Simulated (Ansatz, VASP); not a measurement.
## Two plane-wave programs on WSe2

```xyz
3
Lattice="1.6511 0.9532 6.5796 -1.6511 0.9532 6.5796 0.0000 -1.9065 6.5796" Properties=species:S:1:pos:R:3 pbc="T T T"
W     0.0000    0.0000   -0.0004
Se    0.0000    0.0000    8.2440
Se    0.0000    0.0000    4.9157
```

Alike in both runs: task single point; functional LDA; k mesh 6 × 6 × 6; no spin polarisation.

|  | VASP | Ansatz |
| --- | --- | --- |
| version | VASP 6.6.1 | Ansatz 0.2.0 |
| potentials or method | VASP PAW LDA potentials, release 64 (W_sv, Se) | plane waves |
| plane-wave cutoff (eV) | 500 | 420 |
| occupations | gaussian, width 0.01 eV | fixed |
| valence electrons in the cell | 26 | 46 |

```tsv
	VASP	Ansatz	Ansatz less VASP
gap on the k mesh at the Fermi level (eV)	1.02	1.03	+0.008
pressure (GPa)	-3.5	-4.1	-0.67
traceless stress, the component that is largest in VASP (GPa)	0.90	0.77	-0.126
rms of the force components (eV/Å)	0.082	0.126	+0.0442
```

LDA's correlation is that of Perdew and Zunger in VASP and of Perdew and Wang (1992) in Ansatz. Atom by atom the forces differ by 0.044 eV/Å (rms over components). VASP's potentials hold 26 valence electrons a cell and Ansatz's 46, so a difference there can come from the potentials and not from the codes.

Neither program's run includes spin-orbit coupling.
